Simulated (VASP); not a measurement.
# InBS2 (P-3m1) in VASP: notebook, part 2 of 3

VASP 6.6.1. The steps go on from the part before.

**3. Single point, PBE**

This run uses another cell than the first one, of 16.47 Å³/atom, 0.977 times its volume.

Contents of INCAR:

```
ALGO = Normal
EDIFF = 1E-6
ENCUT = 520
GGA = PE
ISIF = 2
ISMEAR = 0
LASPH = T
LCHARG = F
LREAL = F
LWAVE = F
NBANDS = 22
NELM = 80
PREC = Accurate
SIGMA = 0.1
```

Contents of KPOINTS:

```
k-points
0
Gamma
  6 6 4
```

Contents of POSCAR:

```
InBS2
1.0
    3.6613954300      0.0000000000      0.0000000000
   -1.8306977200      3.1708614600      0.0000000000
    0.0000000000      0.0000000000      5.6751629200
In B S
1 1 2
Direct
    0.0000000000      0.0000000000      0.5000000000
    0.0000000000      0.0000000000      0.0000000000
    0.3333333300      0.6666666700      0.2500000000
    0.6666666700      0.3333333300      0.7500000000
```

Potentials or basis: VASP PAW PBE potentials, release 64 (In_d, B, S).

Started as:

```sh
$ cat potpaw_PBE.64/In_d/POTCAR potpaw_PBE.64/B/POTCAR potpaw_PBE.64/S/POTCAR > POTCAR
$ mpirun -np 1 vasp_std > vasp.out
```

OUTCAR:

```text
EDIFF = 1E-6
   ENCUT = 520
   GGA = PE
   ISIF = 2
   ISMEAR = 0
   LASPH = T
   LREAL = F
   NELM = 80
   PREC = Accurate

 ion  position               nearest neighbor table
   1  0.000  0.000  0.500-   3 2.55   4 2.55   4 2.55   3 2.55   4 2.55   3 2.55   2 2.84   2 2.84

   2  0.000  0.000  0.000-   1 2.84   1 2.84
   3  0.333  0.667  0.250-   1 2.55   1 2.55   1 2.55
   4  0.667  0.333  0.750-   1 2.55   1 2.55   1 2.55

  LATTYP: Found a hexagonal cell.
 ALAT       =     3.6613954300
 C/A-ratio  =     1.5500000010

  Lattice vectors:

 A1 = (   3.6613954300,   0.0000000000,   0.0000000000)
 A2 = (  -1.8306977200,   3.1708614600,   0.0000000000)
 A3 = (   0.0000000000,   0.0000000000,   5.6751629200)

Analysis of symmetry for initial positions (statically):
=====================================================================
 Subroutine PRICEL returns:
 Original cell was already a primitive cell.

 Routine SETGRP: Setting up the symmetry group for a
 hexagonal supercell.

 Subroutine GETGRP returns: Found 12 space group operations
 (whereof 12 operations were pure point group operations)
 out of a pool of 24 trial point group operations.

The static configuration has the point symmetry D_3d.

Analysis of symmetry for dynamics (positions and initial velocities):
=====================================================================
 Subroutine PRICEL returns:
 Original cell was already a primitive cell.

 Routine SETGRP: Setting up the symmetry group for a
 hexagonal supercell.

 Subroutine GETGRP returns: Found 12 space group operations
 (whereof 12 operations were pure point group operations)
 out of a pool of 24 trial point group operations.

[... 116 lines left out ...]
   EMIN   =  10.00;   EMAX   =-10.00  energy-range for DOS
   EFERMI =   0.00;   METHOD = LEGACY
   ISMEAR =     0;   SIGMA  =   0.10  broadening in eV -4-tet -1-fermi 0-gaus
   EFERMI_NEDOS =   21; number of points for ismear=-14 and -15
   IALGO  =     38    algorithm
   IMIX   =      4    mixing-type and parameters
     AMIX     =   0.40;   BMIX     =  1.00
     AMIX_MAG =   1.60;   BMIX_MAG =  1.00
  volume/ion in A,a.u.               =      16.47       111.16
  Fermi-wavevector in a.u.,A,eV,Ry     =   1.230817  2.325907 20.611603  1.514910
  Thomas-Fermi vector in A             =   2.365651
   LORBIT       =      0    0 simple, 1 ext, 2 COOP (PROOUT), +10 PAW based schemes
   GGA     = PE    functional components
   LHFCALC =     F    Hartree Fock is set to
   AEXX    =    0.0000 exact exchange contribution
   IVDW    =     0    specifies the selected vdW correction
   LEPSILON=     F    determine dielectric tensor
   LRPA    =     F    only Hartree local field effects (RPA)
 non-spin polarized calculation
 Gauss-broadening in eV      SIGMA  =   0.10
  energy-cutoff  :      520.00
  volume of cell :       65.89
 maximum number of plane-waves:      1786
 NGX is ok and might be reduce to    28
   NGX = 13   NGY = 13   NGZ = 21

 number of electron      27.9999996 magnetization

 Free energy of the ion-electron system (eV)
  ---------------------------------------------------
  ext. energy  EPLUGINS =         0.00000000
  ---------------------------------------------------
  free energy    TOTEN  =       -14.72708618 eV

  energy without entropy =      -14.72302215  energy(sigma->0) =      -14.72505417

 E-fermi :   7.8621     XC(G=0): -10.6774

 val. band max:        7.8517208590   @ k =   0.5000   0.0000   0.5000
 cond. band min:       7.9625537526   @ k =   0.0000   0.0000   0.2500
 fundamental gap:      0.1108328936
 Fermi energy:         7.8620854405

 k-point     1 :       0.0000    0.0000    0.0000
  band No.  band energies     occupation
      1      -7.9730      2.00000
      2      -7.6076      2.00000
      3      -7.6076      2.00000
      4      -7.5535      2.00000
      5      -7.4061      2.00000
      6      -7.4061      2.00000
[... 589 lines left out ...]
     21      15.3757      0.00000
     22      15.6601      0.00000

------------------------ aborting loop because EDIFF is reached ----------------------------------------

  FORCE on cell =-STRESS in cart. coord.  units (eV):
  Direction    XX          YY          ZZ          XY          YZ          ZX
  --------------------------------------------------------------------------------------
  -------------------------------------------------------------------------------------
  Total        3.9335059      3.9335059      6.9264303     -0.0000000     -0.0000000      0.0000000
  in kB       95.6506988     95.6506990    168.4293655     -0.0000002     -0.0000000      0.0000000
  external PRESSURE =     119.9102544 kB  Pullay stress =       0.0000000 kB

 VOLUME and BASIS-vectors are now :
 -----------------------------------------------------------------------------
  energy-cutoff  :      520.00
  volume of cell :       65.89
      direct lattice vectors                 reciprocal lattice vectors
     3.661395430  0.000000000  0.000000000     0.273119913  0.157685855  0.000000000
    -1.830697720  3.170861460  0.000000000     0.000000000  0.315371710  0.000000000
     0.000000000  0.000000000  5.675162920     0.000000000  0.000000000  0.176206395

 POSITION                                       TOTAL-FORCE (eV/Angst)
 -----------------------------------------------------------------------------------
      0.00000      0.00000      2.83758        -0.000000      0.000000      0.000000
      0.00000      0.00000      0.00000        -0.000000      0.000000      0.000000
     -0.00000      2.11391      1.41879         0.000000      0.000000     -1.479826
      1.83070      1.05695      4.25637        -0.000000     -0.000000      1.479826
 -----------------------------------------------------------------------------------
    total drift:                               -0.000000      0.000000      0.000000

  FREE ENERGIE OF THE ION-ELECTRON SYSTEM (eV)
  ---------------------------------------------------
  free  energy   TOTEN  =       -14.7270861764 eV

  energy  without entropy=      -14.7230221540  energy(sigma->0) =      -14.72505417
```

It took 60 s on 1 thread of Intel Xeon 8259CL, shared host; peak memory 0.19 GiB.

Results:

| Property | Result |
| --- | --- |
| Free energy | -14.7271 eV |
| Pressure | 12.0 GPa |
| Largest force | 1.480 eV/Å |
| Band gap on the k mesh | zero (band 14 reaches 7.85 eV, above the bottom of band 15 at 7.80 eV) |

Forces in eV/Å, atoms in the order of the input:
```
In   0.000  0.000  0.000
B    0.000  0.000  0.000
S    0.000  0.000 -1.480
S    0.000  0.000  1.480
```

Caveat: spin-orbit coupling is left out, which moves the levels of the heavy elements; forces of over 1 eV/Å act on the atoms, so gaps and moduli don't describe the material at rest.

**4. Single point, PBE**

Contents of INCAR:

```
ALGO = Normal ; EDIFF = 1E-7
ENCUT = 520 ; GGA = PE
ISIF = 2 ; ISMEAR = 0
LASPH = T ; LCHARG = F
LREAL = F ; LWAVE = F
NBANDS = 22 ; NELM = 60
PREC = Accurate ; SIGMA = 0.1
```

KPOINTS is that of step 3.

Contents of POSCAR:

```
InBS2
1.0
    3.1225387166      0.0000000025      0.0000000000
   -1.5612693604      2.7041978517      0.0000000000
    0.0000000000      0.0000000000      7.9885909955
In B S
1 1 2
Direct
    0.0000000000      0.0000000000      0.5000000000
    0.0000000000      0.0000000000      0.0000000000
    0.3333333333      0.6666666667      0.1490355643
    0.6666666667      0.3333333333      0.8509644357
```

Started as:

```sh
$ cat potpaw_PBE.64/In_d/POTCAR potpaw_PBE.64/B/POTCAR potpaw_PBE.64/S/POTCAR > POTCAR
$ mpirun -np 1 vasp_std > vasp.out
```

It took 51 s on 1 thread of Intel Xeon 8259CL, shared host; peak memory 0.19 GiB.

The run converged. Its results:

```yaml
Free_energy: -16.4598 eV
Pressure: -0.1 GPa
Largest_force: 0.006 eV/Å
Band_gap_on_the_k_mesh: zero (band 14 reaches 7.24 eV, above the bottom of band 15 at 6.59 eV)
```

Forces on the atoms (eV/Å):
```
In   0.000  0.000  0.000
B    0.000  0.000  0.000
S    0.000  0.000 -0.006
S    0.000  0.000  0.006
```

Stress tensor (GPa, compression positive):
```
-0.20  0.00  0.00
 0.00 -0.20  0.00
 0.00  0.00 -0.05
```

Levels at points of the mesh, in eV from the Fermi level:
```csv
k point,band 11,band 12,band 13,band 14,band 15,band 16,band 17,band 18
"(0.00, 0.00, 0.00)",-1.04,-1.04,-0.19,-0.19,2.99,4.15,4.15,4.28
"(0.50, 0.00, 0.00)",-3.85,-3.41,-1.34,-0.71,-0.46,1.18,2.53,4.58
"(0.00, 0.00, 0.50)",-1.04,-1.04,-0.19,-0.19,1.10,4.15,4.15,4.18
"(0.50, 0.00, 0.50)",-3.63,-2.88,-2.52,-1.35,-0.50,1.08,3.93,4.36
```

Caveat: the k points lie up to 0.39 Å⁻¹ apart; spin-orbit coupling is left out, which moves the levels of the heavy elements.

(Part 2 of 3 ends here.)
